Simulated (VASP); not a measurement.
# HfN (F-43m) in VASP: a series of runs, part 2 of 2

VASP 6.6.1.

### Step 4. Single point, PBE-based screened hybrid with 50 % exact exchange

POSCAR

```
HfN
1.0
    0.0000000000      2.4548220000      2.4548220000
    2.4548220000      0.0000000000      2.4548220000
    2.4548220000      2.4548220000      0.0000000000
Hf N
1 1
Direct
    0.0000000000      0.0000000000      0.0000000000
    0.2500000000      0.2500000000      0.2500000000
```

INCAR.step1

```
SYSTEM = HfN
  PREC = Accurate
  ENCUT = 520
  EDIFF = 1E-5
  ISMEAR = -1
  SIGMA = 0.05
  LREAL = .FALSE.
  LASPH = .TRUE.
  NELM = 60
  ALGO = Normal
  ISIF = 2
  LWAVE = .TRUE.
  LCHARG = .FALSE.
  NBANDS = 14
  GGA = PE
```

INCAR.step2

```
SYSTEM = HfN
  PREC = Accurate
  ENCUT = 520
  EDIFF = 1E-6
  ISMEAR = -1
  SIGMA = 0.05
  LREAL = .FALSE.
  LASPH = .TRUE.
  NELM = 60
  ALGO = Normal
  ISIF = 2
  LWAVE = .FALSE.
  LCHARG = .FALSE.
  GGA = PE
  LHFCALC = .TRUE.
  AEXX = 0.5
  HFSCREEN = 0.2
  PRECFOCK = Normal
  NBANDS = 14
  ISTART = 1
```

KPOINTS

```
regular mesh
0
G
  5 5 5
  0 0 0
```

Potentials or basis: VASP PAW PBE potentials, release 64 (Hf_pv, N).

The run is started by

```console
cat potpaw_PBE.64/Hf_pv/POTCAR potpaw_PBE.64/N/POTCAR > POTCAR
cp INCAR.step1 INCAR
mpirun -np 1 vasp_std > vasp.out
cp INCAR.step2 INCAR
mpirun -np 1 vasp_std > vasp.out
```

OUTCAR:

```text
SYSTEM = HfN
   PREC = Accurate
   ENCUT = 520
   EDIFF = 1E-6
   ISMEAR = -1
   LREAL = .FALSE.
   LASPH = .TRUE.
   NELM = 60
   ISIF = 2
   GGA = PE
   LHFCALC = .TRUE.
   AEXX = 0.5
   HFSCREEN = 0.2
   PRECFOCK = Normal
   ISTART = 1

 ion  position               nearest neighbor table
   1  0.000  0.000  0.000-   2 2.13   2 2.13   2 2.13   2 2.13
   2  0.250  0.250  0.250-   1 2.13   1 2.13   1 2.13   1 2.13

  LATTYP: Found a face centered cubic cell.
 ALAT       =     4.9096440000

  Lattice vectors:

 A1 = (   0.0000000000,   2.4548220000,   2.4548220000)
 A2 = (   2.4548220000,   0.0000000000,   2.4548220000)
 A3 = (   2.4548220000,   2.4548220000,   0.0000000000)

Analysis of symmetry for initial positions (statically):
=====================================================================
 Subroutine PRICEL returns:
 Original cell was already a primitive cell.

 Routine SETGRP: Setting up the symmetry group for a
 face centered cubic supercell.

 Subroutine GETGRP returns: Found 24 space group operations
 (whereof 24 operations were pure point group operations)
 out of a pool of 48 trial point group operations.

The static configuration has the point symmetry T_d .

Analysis of symmetry for dynamics (positions and initial velocities):
=====================================================================
 Subroutine PRICEL returns:
 Original cell was already a primitive cell.

 Routine SETGRP: Setting up the symmetry group for a
 face centered cubic supercell.

 Subroutine GETGRP returns: Found 24 space group operations
 (whereof 24 operations were pure point group operations)
 out of a pool of 48 trial point group operations.

The dynamic configuration has the point symmetry T_d .

 Subroutine INISYM returns: Found 24 space group operations
 (whereof 24 operations are pure point group operations),
 and found     1 'primitive' translations

----------------------------------------------------------------------------------------
[... 114 lines left out ...]
   IVDW    =     0    specifies the selected vdW correction
   LEPSILON=     F    determine dielectric tensor
   LRPA    =     F    only Hartree local field effects (RPA)
 non-spin polarized calculation
  energy-cutoff  :      520.00
  volume of cell :       29.59
 maximum number of plane-waves:       821
 NGX is ok and might be reduce to    28
  NGX = 20; NGY = 20; NGZ = 20

 number of electron      15.0000001 magnetization

 Free energy of the ion-electron system (eV)
  ---------------------------------------------------
  ext. energy  EPLUGINS =         0.00000000
  ---------------------------------------------------
  free energy    TOTEN  =       -28.24493508 eV

  energy without entropy =      -28.21995245  energy(sigma->0) =      -28.23244377

 E-fermi :   6.0297     XC(G=0):  -7.2359

 val. band max:        6.0266246932   @ k =  -0.4000   0.2000   0.0000
 cond. band min:       6.0727092129   @ k =   0.4000   0.2000   0.0000
 fundamental gap:      0.0460845197
 Fermi energy:         6.0296811769

 k-point     1 :       0.0000    0.0000    0.0000
  band No.  band energies     occupation
      1     -30.2150      2.00000
      2     -30.2150      2.00000
      3     -30.2150      2.00000
      4     -14.8753      2.00000
      5      -1.7452      2.00000
      6      -1.7452      2.00000
      7      -1.7452      2.00000
      8       5.4038      1.99999
      9       9.3557      0.00000
     10       9.3557      0.00000
     11      13.9538      0.00000
     12      13.9538      0.00000
     13      13.9538      0.00000
     14      20.5363      0.00000
[... 139 lines left out ...]
      1     -30.7416      2.00000
      2     -30.5220      2.00000
      3     -30.3959      2.00000
      4     -13.2462      2.00000
      5      -2.2054      2.00000
      6      -1.1056      2.00000
      7       0.1014      2.00000
      8       4.6437      2.00000
      9       8.2096      0.00000
     10      10.6493      0.00000
     11      12.6451      0.00000
     12      13.7642      0.00000
     13      15.6917      0.00000
     14      17.9123      0.00000

------------------------ aborting loop because EDIFF is reached ----------------------------------------

  FORCE on cell =-STRESS in cart. coord.  units (eV):
  Direction    XX          YY          ZZ          XY          YZ          ZX
  --------------------------------------------------------------------------------------
  -------------------------------------------------------------------------------------
  Total       -1.4207484     -1.4207484     -1.4207484      0.0000000      0.0000000      0.0000000
  in kB      -76.9374434    -76.9374434    -76.9374434      0.0000000      0.0000000      0.0000000
  external PRESSURE =     -76.9374434 kB  Pullay stress =       0.0000000 kB

 VOLUME and BASIS-vectors are now :
 -----------------------------------------------------------------------------
  energy-cutoff  :      520.00
  volume of cell :       29.59
      direct lattice vectors                 reciprocal lattice vectors
     0.000000000  2.454822000  2.454822000    -0.203680756  0.203680756  0.203680756
     2.454822000  0.000000000  2.454822000     0.203680756 -0.203680756  0.203680756
     2.454822000  2.454822000  0.000000000     0.203680756  0.203680756 -0.203680756

 POSITION                                       TOTAL-FORCE (eV/Angst)
 -----------------------------------------------------------------------------------
      0.00000      0.00000      0.00000         0.000000      0.000000      0.000000
      1.22741      1.22741      1.22741        -0.000000     -0.000000      0.000000
 -----------------------------------------------------------------------------------
    total drift:                               -0.000002     -0.000000     -0.000001

  FREE ENERGIE OF THE ION-ELECTRON SYSTEM (eV)
  ---------------------------------------------------
  free  energy   TOTEN  =       -28.2449350845 eV

  energy  without entropy=      -28.2199524519  energy(sigma->0) =      -28.23244377
```

OUTCAR.step1:

```text
SYSTEM = HfN
   PREC = Accurate
   ENCUT = 520
   EDIFF = 1E-5
   ISMEAR = -1
   LREAL = .FALSE.
[... 375 lines left out ...]
      0.00000      0.00000      0.00000        -0.000000     -0.000000     -0.000000
      1.22741      1.22741      1.22741         0.000000      0.000000      0.000000
 -----------------------------------------------------------------------------------
    total drift:                               -0.000000     -0.000000     -0.000000

  FREE ENERGIE OF THE ION-ELECTRON SYSTEM (eV)
  ---------------------------------------------------
  free  energy   TOTEN  =       -21.1596835465 eV

  energy  without entropy=      -21.1393402060  energy(sigma->0) =      -21.14951188
```

OSZICAR.step1:

```text
N       E                     dE             d eps       ncg     rms          rms(c)
DAV:   1     0.423556852362E+02    0.42356E+02   -0.76634E+03   280   0.972E+02
DAV:   2    -0.221887063705E+02   -0.64544E+02   -0.60439E+02   382   0.228E+02
DAV:   3    -0.247770721881E+02   -0.25884E+01   -0.25791E+01   322   0.388E+01
DAV:   4    -0.247923880206E+02   -0.15316E-01   -0.15314E-01   352   0.353E+00
DAV:   5    -0.247925548857E+02   -0.16687E-03   -0.16686E-03   304   0.326E-01    0.536E+01
DAV:   6    -0.213040359042E+02    0.34885E+01   -0.13337E+01   304   0.252E+01    0.395E+01
DAV:   7    -0.211798194775E+02    0.12422E+00   -0.76494E-01   292   0.763E+00    0.257E+01
DAV:   8    -0.211688104773E+02    0.11009E-01   -0.11859E-01   352   0.309E+00    0.754E+00
DAV:   9    -0.211597136130E+02    0.90969E-02   -0.24386E-02   316   0.116E+00    0.161E+00
DAV:  10    -0.211596869829E+02    0.26630E-04   -0.12902E-03   328   0.324E-01    0.113E-01
DAV:  11    -0.211596835465E+02    0.34364E-05   -0.67873E-05   340   0.761E-02
   1 F= -.21159684E+02 E0= -.21149512E+02  d E =-.203433E-01
```

It took 48 min on 1 thread of Intel Xeon 8259CL, shared host; peak memory 0.27 GiB.

What came out:

```yaml
Free_energy: -28.2449 eV
Pressure: -7.7 GPa
Band_gap_on_the_k_mesh: zero (an odd number of electrons rules out a gap without spin polarisation)
```

Caveat: the k points lie up to 0.44 Å⁻¹ apart, too coarse for converged energies and pressures of a metal; the PAW data sets were made with another functional, which shifts forces and pressure a little; spin-orbit coupling is left out, which moves the levels of the heavy elements.

### Step 5. The runs side by side

| task | level | cell | cutoff (eV) | share of exact exchange | screening parameter | gap on the mesh (eV) | pressure (GPa) |
| --- | --- | --- | --- | --- | --- | --- | --- |
| relaxation of cell and atoms | PBEsol-based screened hybrid with 25 % exact exchange | relaxed | 600 | 0.25 | 0.207 1/Å | none | 0.0 |
| single point | PBE-based screened hybrid with 40 % exact exchange | as given | 520 | 0.4 | 0.2 1/Å | none | -6.4 |
| single point | PBE-based screened hybrid with 50 % exact exchange | as given | 520 | 0.5 | 0.2 1/Å | none | -7.7 |

Alike in all rows: potentials or basis VASP PAW PBE potentials, release 64 (Hf_pv, N); no spin polarisation; k mesh 5 × 5 × 5; smearing fermi-dirac 0.05 eV.

Caveats: all runs use coarse meshes; the PAW data sets were made with another functional, which shifts forces and pressure a little; spin-orbit coupling is left out, which moves the levels of the heavy elements.

Total energies depend on the potentials used, so only differences within one code and one set of settings carry meaning.
